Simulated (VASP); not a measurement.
A run of VASP 6.6.1:

INCAR

```
SYSTEM = Ta4C3
  PREC = Accurate
  ENCUT = 520
  EDIFF = 1E-7
  ISMEAR = 0
  SIGMA = 0.15
  LREAL = .FALSE.
  LASPH = .TRUE.
  NELM = 100
  ALGO = Normal
  ISIF = 2
  LWAVE = .FALSE.
  LCHARG = .FALSE.
  GGA = PS
  NBANDS = 37
```

Contents of KPOINTS:

```
Automatic mesh
0
G
  10 10 10
  0 0 0
```

Contents of POSCAR:

```
Ta4C3
1.0
    4.4026022057      0.0000000000      0.0000000000
    0.0000000000      4.4026022057      0.0000000000
    0.0000000000      0.0000000000      4.4026022057
Ta C
4 3
Direct
    0.0004752045      0.5000000000      0.5000000000
    0.5001946954      0.0000000000      0.5000000000
    0.5001946954      0.5000000000      0.0000000000
    0.0019627591      0.0000000000      0.0000000000
    0.4318584814      0.0000000000      0.0000000000
    0.0127734567      0.5000000000      0.0000000000
    0.0127734567      0.0000000000      0.5000000000
```

Potentials or basis: VASP PAW PBE potentials, release 64 (Ta_pv, C).

Run with:

```console
$ cat potpaw_PBE.64/Ta_pv/POTCAR potpaw_PBE.64/C/POTCAR > POTCAR
$ mpirun -np 1 vasp_std > vasp.out
```

Hardware: 1 thread of Intel(R) Xeon(R) 6975P-C (Granite Rapids), on a shared host.

How long does it take, and how much memory?

Run time: 2.6 min on 1 thread of Intel(R) Xeon(R) 6975P-C (Granite Rapids) (shared host), peak memory 0.42 GiB. Counts: scf iterations 15, k points 126.
